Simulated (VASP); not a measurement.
# Nb (Fm-3m) in VASP: a series of runs

The runs below take Nb through single point, relaxation of cell and atoms, with PBE.

Everything below comes from runs of VASP 6.6.1. Logs are shortened: lines on timing, memory, paths and dates and some standing lists are left out, and cuts for length are marked.

### 1 The cell of the first run

The structure is cubic, space group Fm-3m (No. 225). The conventional cell has a = 3.960 Å, b = 3.960 Å, c = 3.960 Å, α = 90.00°, β = 90.00°, γ = 90.00°. Within 3.7 Å of Nb (site symmetry m-3m) lie 12 Nb at 2.80 Å.

This isn't the form of Nb at room conditions, which is bcc.

### 2 Single point, PBE

File INCAR:

```
PREC = Accurate ; ENCUT = 500
EDIFF = 1E-6 ; ISMEAR = 1
SIGMA = 0.1 ; LREAL = False
LASPH = True ; NELM = 120
ALGO = Normal ; ISIF = 2
LWAVE = False ; LCHARG = False
GGA = PE ; NBANDS = 12
GGA_COMPAT = False
```

File KPOINTS:

```
Automatic mesh
0
Gamma
  10 10 10
```

File POSCAR:

```
Nb
1.0
    0.0000000000      1.9798839951      1.9798839951
    1.9798839951      0.0000000000      1.9798839951
    1.9798839951      1.9798839951      0.0000000000
Nb
1
Direct
    0.0000000000      0.0000000000      0.0000000000
```

Potentials or basis: VASP PAW PBE potentials, release 64 (Nb_sv).

Launch:

```
$ cat potpaw_PBE.64/Nb_sv/POTCAR > POTCAR
$ mpirun -np 1 vasp_std > vasp.out
```

OUTCAR:

```text
PREC = Accurate
   ENCUT = 500
   EDIFF = 1E-6
   ISMEAR = 1
   LREAL = False
   LASPH = True
   NELM = 120
   ISIF = 2
   GGA = PE

 ion  position               nearest neighbor table
   1  0.000  0.000  0.000-

  LATTYP: Found a face centered cubic cell.
 ALAT       =     3.9597679902

  Lattice vectors:

 A1 = (   0.0000000000,   1.9798839951,   1.9798839951)
 A2 = (   1.9798839951,   0.0000000000,   1.9798839951)
 A3 = (   1.9798839951,   1.9798839951,   0.0000000000)

Analysis of symmetry for initial positions (statically):
=====================================================================
 Subroutine PRICEL returns:
 Original cell was already a primitive cell.

 Routine SETGRP: Setting up the symmetry group for a
 face centered cubic supercell.

 Subroutine GETGRP returns: Found 48 space group operations
 (whereof 48 operations were pure point group operations)
 out of a pool of 48 trial point group operations.

The static configuration has the point symmetry O_h .

Analysis of symmetry for dynamics (positions and initial velocities):
=====================================================================
 Subroutine PRICEL returns:
 Original cell was already a primitive cell.

 Routine SETGRP: Setting up the symmetry group for a
 face centered cubic supercell.

 Subroutine GETGRP returns: Found 48 space group operations
 (whereof 48 operations were pure point group operations)
 out of a pool of 48 trial point group operations.

The dynamic configuration has the point symmetry O_h .

 Subroutine INISYM returns: Found 48 space group operations
 (whereof 48 operations are pure point group operations),
 and found     1 'primitive' translations

----------------------------------------------------------------------------------------

                                     Primitive cell

  volume of cell :      15.5221

  direct lattice vectors                    reciprocal lattice vectors
     0.000000000  1.979883995  1.979883995    -0.252540048  0.252540048  0.252540048
     1.979883995  0.000000000  1.979883995     0.252540048 -0.252540048  0.252540048
     1.979883995  1.979883995  0.000000000     0.252540048  0.252540048 -0.252540048

  length of vectors
     2.799978798  2.799978798  2.799978798     0.437412195  0.437412195  0.437412195

  position of ions in fractional coordinates (direct lattice)
     0.000000000  0.000000000  0.000000000

  ion indices of the primitive-cell ions
   primitive index   ion index
                 1           1

----------------------------------------------------------------------------------------

 KPOINTS: Automatic mesh

Automatic generation of k-mesh.
 Grid dimensions read from file:
 generate k-points for:   10   10   10

 Generating k-lattice:

  Cartesian coordinates                     Fractional coordinates (reciprocal lattice)
    -0.025254005  0.025254005  0.025254005     0.100000000  0.000000000  0.000000000
     0.025254005 -0.025254005  0.025254005     0.000000000  0.100000000  0.000000000
     0.025254005  0.025254005 -0.025254005     0.000000000  0.000000000  0.100000000

  Length of vectors
     0.043741219  0.043741219  0.043741219

  Shift w.r.t. Gamma in fractional coordinates (k-lattice)
     0.000000000  0.000000000  0.000000000

 Subroutine IBZKPT returns following result:
 ===========================================

 Found     47 irreducible k-points:

 Following reciprocal coordinates:
            Coordinates               Weight
  0.000000  0.000000  0.000000      1.000000
  0.100000  0.000000  0.000000      8.000000
  0.200000  0.000000  0.000000      8.000000
  0.300000  0.000000  0.000000      8.000000
  0.400000  0.000000  0.000000      8.000000
  0.500000  0.000000  0.000000      4.000000
[... 16 lines left out ...]
  0.300000  0.300000  0.000000      6.000000
  0.400000  0.300000  0.000000     24.000000
 [... further k-points ...]
   k-points           NKPTS =     47   k-points in BZ     NKDIM =     47   number of bands    NBANDS=     12
   number of dos      NEDOS =    301   number of ions     NIONS =      1
   total plane-waves  NPLWV =   8000
   dimension x,y,z NGX =    20 NGY =   20 NGZ =   20
   dimension x,y,z NGXF=    40 NGYF=   40 NGZF=   40
   ions per type =               1
   NGX,Y,Z   is equivalent  to a cutoff of  11.87, 11.87, 11.87 a.u.
   NGXF,Y,Z  is equivalent  to a cutoff of  23.75, 23.75, 23.75 a.u.
 SYSTEM =  unknown system
   PREC   = accura    normal or accurate (medium, high low for compatibility)
   ISTART =      0    job   : 0-new  1-cont  2-samecut
   ICHARG =      2    charge: 1-file 2-atom 10-const
   ISPIN  =      1    spin polarized calculation?
   LNONCOLLINEAR =      F non collinear calculations
   LSORBIT =      F    spin-orbit coupling
   LASPH  =      T    aspherical Exc in radial PAW
   ENCUT  =  500.0 eV  36.75 Ry    6.06 a.u.   5.11  5.11  5.11*2*pi/ulx,y,z
   NELM   =    120;   NELMIN=  2; NELMDL= -5     # of ELM steps
[... 63 lines left out ...]
      7      13.7380      2.05040
      8      13.7380      2.05039
      9      17.0978      0.00000
     10      17.0978      0.00000
     11      25.7822      0.00000
     12      31.4419      0.00000

 k-point     2 :       0.1000    0.0000    0.0000
  band No.  band energies     occupation
      1     -40.8370      2.00000
      2     -15.9958      2.00000
      3     -15.7990      2.00000
      4     -15.7990      2.00000
      5       7.6983      2.00000
      6      13.3919      2.00000
      7      13.9424     -0.05810
      8      13.9424     -0.05810
      9      16.8988      0.00000
     10      16.8988      0.00000
     11      26.6988      0.00000
     12      30.0248      0.00000

 k-point     3 :       0.2000    0.0000    0.0000
  band No.  band energies     occupation
      1     -40.7363      2.00000
      2     -16.5569      2.00000
      3     -15.8669      2.00000
      4     -15.8669      2.00000
      5       8.7582      2.00000
      6      12.9104      2.00000
      7      14.2362     -0.00000
      8      14.2362     -0.00000
      9      16.8106      0.00000
     10      16.8106      0.00000
     11      27.3273      0.00000
     12      29.6947      0.00000

 k-point     4 :       0.3000    0.0000    0.0000
  band No.  band energies     occupation
      1     -40.6089      2.00000
      2     -17.2121      2.00000
      3     -15.9494      2.00000
      4     -15.9494      2.00000
      5       9.4050      2.00000
      6      13.5085      2.00003
      7      14.0198     -0.02758
      8      14.0198     -0.02758
      9      17.6710      0.00000
     10      17.6710      0.00000
     11      25.9656      0.00000
     12      31.2273      0.00000

 k-point     5 :       0.4000    0.0000    0.0000
  band No.  band energies     occupation
      1     -40.5033      2.00000
      2     -17.7167      2.00000
      3     -16.0150      2.00000
      4     -16.0150      2.00000
      5       9.3152      2.00000
      6      13.6317      2.01293
      7      13.6317      2.01293
      8      15.1655     -0.00000
      9      18.9974      0.00000
     10      18.9974      0.00000
     11      25.3398      0.00000
     12      29.0863      0.00000
[... 228 lines left out ...]
      1     -40.4653      2.00000
      2     -17.4156      2.00000
      3     -16.5769      2.00000
      4     -16.0432      2.00000
      5      10.9132      2.00000
      6      12.4545      2.00000
      7      13.0594      2.00000
      8      14.8691     -0.00000
      9      17.1205      0.00000
     10      21.7299      0.00000
     11      27.8514      0.00000
     12      29.8788      0.00000

 k-point    22 :      -0.2000    0.2000    0.0000
  band No.  band energies     occupation
      1     -40.5652      2.00000
      2     -17.1028      2.00000
      3     -16.3755      2.00000
      4     -15.9363      2.00000
      5      10.6666      2.00000
      6      12.1404      2.00000
      7      13.3161      2.00000
      8      15.2024     -0.00000
      9      15.6857     -0.00000
     10      20.0074      0.00000
     11      28.5035      0.00000
     12      31.8378      0.00000

 k-point    23 :       0.3000    0.3000    0.0000
  band No.  band energies     occupation
      1     -40.5215      2.00000
      2     -17.1296      2.00000
      3     -16.2699      2.00000
      4     -16.2699      2.00000
      5       9.7562      2.00000
      6      10.5470      2.00000
      7      15.1124     -0.00000
      8      17.0110      0.00000
      9      17.0110      0.00000
     10      18.6368      0.00000
     11      31.5730      0.00000
     12      31.6907      0.00000

 k-point    24 :       0.4000    0.3000    0.0000
  band No.  band energies     occupation
      1     -40.4383      2.00000
      2     -17.3976      2.00000
      3     -16.4248      2.00000
      4     -16.3507      2.00000
      5       9.6344      2.00000
      6      10.3222      2.00000
      7      15.2111     -0.00000
      8      17.2676      0.00000
      9      19.1107      0.00000
     10      19.5173      0.00000
     11      29.1122      0.00000
     12      30.4651      0.00000

 [... further k-points ...]

------------------------ aborting loop because EDIFF is reached ----------------------------------------

  FORCE on cell =-STRESS in cart. coord.  units (eV):
  Direction    XX          YY          ZZ          XY          YZ          ZX
  --------------------------------------------------------------------------------------
  -------------------------------------------------------------------------------------
  Total        4.2900466      4.2900466      4.2900466      0.0000000      0.0000000      0.0000000
  in kB      442.8160543    442.8160543    442.8160543      0.0000000      0.0000000      0.0000000
  external PRESSURE =     442.8160543 kB  Pullay stress =       0.0000000 kB

 VOLUME and BASIS-vectors are now :
 -----------------------------------------------------------------------------
  energy-cutoff  :      500.00
  volume of cell :       15.52
      direct lattice vectors                 reciprocal lattice vectors
     0.000000000  1.979883995  1.979883995    -0.252540048  0.252540048  0.252540048
     1.979883995  0.000000000  1.979883995     0.252540048 -0.252540048  0.252540048
     1.979883995  1.979883995  0.000000000     0.252540048  0.252540048 -0.252540048

 POSITION                                       TOTAL-FORCE (eV/Angst)
 -----------------------------------------------------------------------------------
      0.00000      0.00000      0.00000        -0.000000     -0.000000      0.000000
 -----------------------------------------------------------------------------------
    total drift:                                0.000000      0.000000      0.000000

  FREE ENERGIE OF THE ION-ELECTRON SYSTEM (eV)
  ---------------------------------------------------
  free  energy   TOTEN  =        -9.5174262286 eV

  energy  without entropy=       -9.5170747445  energy(sigma->0) =       -9.51730907
```

It took 5.2 s on 1 thread of Intel Xeon Platinum 8488C (Sapphire Rapids), shared host; peak memory 0.12 GiB.

Results:

| Property | Result |
| --- | --- |
| Free energy | -9.5174 eV |
| Pressure | 44.3 GPa |
| Band gap on the k mesh | zero (an odd number of electrons rules out a gap without spin polarisation) |

Levels at points of the mesh, in eV from the Fermi level:
```csv
k point,band 2,band 3,band 4,band 5,band 6,band 7,band 8,band 9,band 10,band 11
"(0.00, 0.00, 0.00)",-29.61,-29.61,-29.61,-6.60,-0.10,-0.10,-0.10,3.26,3.26,11.94
"(0.50, 0.00, 0.00)",-31.74,-29.88,-29.88,-4.63,-0.37,-0.37,2.25,5.83,5.83,11.80
"(0.50, 0.50, 0.00)",-31.59,-30.36,-30.36,-5.24,-4.40,4.96,5.83,6.59,6.59,12.89
```

Caveat: the cell stands under pressure.

### 3 Single point, PBE

This run uses another cell than the first one, of 17.35 Å³/atom.

File INCAR:

```
SYSTEM = Nb
ALGO = Normal
EDIFF = 1E-6
ENCUT = 500
GGA = PE
GGA_COMPAT = .FALSE.
ISIF = 2
ISMEAR = 1
LASPH = .TRUE.
LCHARG = .FALSE.
LREAL = .FALSE.
LWAVE = .FALSE.
NBANDS = 12
NELM = 120
PREC = Accurate
SIGMA = 0.1
```

File KPOINTS:

```
k-points
0
G
  10 10 10
  0 0 0
```

File POSCAR:

```
Nb
1.0
    0.0000000000      2.0548807491      2.0548807491
    2.0548807491      0.0000000000      2.0548807491
    2.0548807491      2.0548807491      0.0000000000
Nb
1
Direct
    0.0000000000      0.0000000000      0.0000000000
```

Potentials or basis: VASP PAW PBE potentials, release 64 (Nb_sv).

Launch:

```
$ cat potpaw_PBE.64/Nb_sv/POTCAR > POTCAR
$ mpirun -np 1 vasp_std > vasp.out
```

Wall time 5.8 s (1 thread of Intel Xeon Platinum 8488C (Sapphire Rapids), shared host); peak memory 0.14 GiB.

Results (log left out):

| Quantity | Value |
| --- | --- |
| Free energy | -9.8449 eV |
| Pressure | 14.6 GPa |
| Band gap on the k mesh | zero (an odd number of electrons rules out a gap without spin polarisation) |

Levels at points of the mesh, in eV from the Fermi level:
```tsv
k point	band 2	band 3	band 4	band 5	band 6	band 7	band 8	band 9	band 10	band 11
(0.00, 0.00, 0.00)	-29.93	-29.93	-29.93	-6.39	0.06	0.06	0.06	2.95	2.95	11.91
(0.50, 0.00, 0.00)	-31.45	-30.13	-30.13	-4.13	-0.16	-0.16	1.70	5.14	5.14	11.59
(0.50, 0.50, 0.00)	-31.35	-30.47	-30.47	-4.48	-3.71	4.10	5.13	5.78	5.78	11.92
```

Caveat: the cell stands under pressure.

### 4 Single point, PBE

This run uses another cell than the first one, of 16.34 Å³/atom.

File INCAR:

```
  PREC = Accurate
  ENCUT = 500
  EDIFF = 1E-6
  ISMEAR = 1
  SIGMA = 0.1
  LREAL = False
  LASPH = True
  NELM = 120
  ALGO = Normal
  ISIF = 2
  LWAVE = False
  LCHARG = False
  GGA = PE
  NBANDS = 12
  GGA_COMPAT = False
```

File KPOINTS:

```
Automatic mesh
0
Gamma
  10 10 10
```

File POSCAR:

```
Nb
1.0
    0.0000000000      2.0139667427      2.0139667427
    2.0139667427      0.0000000000      2.0139667427
    2.0139667427      2.0139667427      0.0000000000
Nb
1
Direct
    0.0000000000      0.0000000000      0.0000000000
```

Launch:

```
$ cat potpaw_PBE.64/Nb_sv/POTCAR > POTCAR
$ mpirun -np 1 vasp_std > vasp.out
```

It took 5.5 s on 1 thread of Intel Xeon Platinum 8488C (Sapphire Rapids), shared host; peak memory 0.14 GiB.

The run converged. Its results:

* Free energy: -9.7054 eV
* Pressure: 29.7 GPa
* Band gap on the k mesh: zero (an odd number of electrons rules out a gap without spin polarisation)

Levels at points of the mesh, in eV from the Fermi level:
```csv
k point,band 3,band 4,band 5,band 6,band 7,band 8,band 9,band 10
"(0.00, 0.00, 0.00)",-29.79,-29.79,-6.53,-0.05,-0.05,-0.05,3.09,3.09
"(0.50, 0.00, 0.00)",-30.02,-30.02,-4.42,-0.29,-0.29,1.96,5.48,5.48
"(0.50, 0.50, 0.00)",-30.43,-30.43,-4.90,-4.10,4.52,5.47,6.18,6.18
```

Caveat: the cell stands under pressure.

### 5 Single point, PBE

This run uses another cell than the first one, of 18.76 Å³/atom.

File INCAR:

```
SYSTEM = Nb
ALGO     = Normal         ! electronic algorithm
EDIFF    = 1E-6           ! SCF threshold, eV
ENCUT    = 500            ! plane-wave cutoff, eV
GGA      = PE             ! functional
GGA_COMPAT= .FALSE.      
ISIF     = 2              ! what is computed and relaxed
ISMEAR   = 1              ! smearing method
LASPH    = .TRUE.         ! aspherical terms in the spheres
LCHARG   = .TRUE.         ! write CHGCAR
LELF     = .TRUE.         ! ELF
LREAL    = .FALSE.        ! projectors in reciprocal space
LVHAR    = .TRUE.       
LWAVE    = .FALSE.        ! write WAVECAR
NBANDS   = 12             ! bands
NELM     = 120            ! most SCF steps
PREC     = Accurate       ! precision mode
SIGMA    = 0.1            ! smearing width, eV
```

File KPOINTS:

```
k-points
0
G
  10 10 10
  0 0 0
```

File POSCAR:

```
Nb
1.0
    0.0000000000      2.1088824334      2.1088824334
    2.1088824334      0.0000000000      2.1088824334
    2.1088824334      2.1088824334      0.0000000000
Nb
1
Direct
    0.0000000000      0.0000000000      0.0000000000
```

Launch:

```
$ cat potpaw_PBE.64/Nb_sv/POTCAR > POTCAR
$ mpirun -np 1 vasp_std > vasp.out
```

Run time: 5.7 s. Hardware: 1 thread of Intel Xeon Platinum 8488C (Sapphire Rapids), shared host; peak memory 0.14 GiB.

The run converged. Its results:

```yaml
Free_energy: -9.9044 eV
Pressure: -0.4 GPa
Band_gap_on_the_k_mesh: zero (an odd number of electrons rules out a gap without spin polarisation)
```

Levels at points of the mesh, in eV from the Fermi level:
```tsv
k point	band 3	band 4	band 5	band 6	band 7	band 8	band 9	band 10
(0.00, 0.00, 0.00)	-30.16	-30.16	-6.20	0.13	0.13	0.13	2.72	2.72
(0.50, 0.00, 0.00)	-30.31	-30.31	-3.81	-0.06	-0.06	1.40	4.68	4.68
(0.50, 0.50, 0.00)	-30.58	-30.58	-4.03	-3.29	3.61	4.66	5.24	5.24
```

### 6 Relaxation of cell and atoms, PBE

This run uses another cell than the first one, of 18.39 Å³/atom.

File INCAR:

```
PREC = Accurate ; ENCUT = 500
EDIFF = 1E-7 ; ISMEAR = 1
SIGMA = 0.1 ; LREAL = False
LASPH = True ; NELM = 120
ALGO = Normal ; ISIF = 3
LWAVE = False ; LCHARG = False
GGA = PE ; IBRION = 2
NSW = 50 ; EDIFFG = -0.03
GGA_COMPAT = False ; NELMIN = 4
```

File KPOINTS:

```
regular mesh
0
Gamma
  10 10 10
```

File POSCAR:

```
Nb
1.0
    0.0000000000      2.0950000000      2.0950000000
    2.0950000000      0.0000000000      2.0950000000
    2.0950000000      2.0950000000      0.0000000000
Nb
1
Direct
    0.0000000000      0.0000000000      0.0000000000
```

Potentials or basis: VASP PAW PBE potentials, release 64 (Nb_sv).

Launch:

```
$ cat potpaw_PBE.64/Nb_sv/POTCAR > POTCAR
$ mpirun -np 1 vasp_std > vasp.out
```

It took 15 s on 1 thread of Intel Xeon Platinum 8488C (Sapphire Rapids), shared host; peak memory 0.15 GiB.

It converged, with:

| Quantity | Value |
| --- | --- |
| Free energy | -9.9041 eV |
| Relaxed volume | 18.72 Å³/atom |
| Relaxed cell | a = 2.980 Å, b = 2.980 Å, c = 2.980 Å, α = 60.00°, β = 60.00°, γ = 60.00° |
| Space group after relaxing (to 0.1 Å) | Fm-3m (No. 225) |
| Energy gained by relaxing | 3.0 meV/atom |
| Ionic steps | 3 |
| Pressure after relaxing | 0.0 GPa |
| Band gap on the k mesh | zero (an odd number of electrons rules out a gap without spin polarisation) |

The path:
| step | energy change (eV) | largest force (eV/Å) | pressure (GPa) | volume (Å³) |
| --- | --- | --- | --- | --- |
| 1 | 0.0000 | 0.0000 | 3.01 | 18.39 |
| 2 | 0.0069 | 0.0000 | -5.04 | 19.33 |
| 3 | -0.0030 | 0.0000 | -0.02 | 18.72 |

Final structure:
```
CELL_PARAMETERS angstrom
0.00000 2.10732 2.10732
2.10732 0.00000 2.10732
2.10732 2.10732 0.00000
ATOMIC_POSITIONS crystal
Nb 0.00000 0.00000 0.00000
```

Levels at points of the mesh, in eV from the Fermi level:
```
           k point  band 4  band 5  band 6  band 7  band 8  band 9
(0.00, 0.00, 0.00)  -30.15   -6.21    0.13    0.13    0.13    2.73
(0.50, 0.00, 0.00)  -30.31   -3.82   -0.06   -0.06    1.40    4.70
(0.50, 0.50, 0.00)  -30.58   -4.04   -3.30    3.62    4.68    5.26
```

### 7 Summary

```csv
task,cell,gap on the mesh (eV),pressure (GPa)
single point,"a = 2.800 Å, angles 60.0°, 1 atom",none,44.3
single point,"a = 2.906 Å, angles 60.0°, 1 atom",none,14.6
single point,"a = 2.848 Å, angles 60.0°, 1 atom",none,29.7
single point,"a = 2.982 Å, angles 60.0°, 1 atom",none,-0.4
relaxation of cell and atoms,"relaxed from a = 2.963 Å, angles 60.0°, 1 atom",none,0.0
```

Alike in all rows: level PBE; potentials or basis VASP PAW PBE potentials, release 64 (Nb_sv); no spin polarisation; k mesh 10 × 10 × 10; cutoff (eV) 500; smearing methfessel-paxton 0.1 eV.

Caveats: the cell stands under pressure (at least some runs).

Total energies depend on the potentials used, so only differences within one code and one set of settings carry meaning.
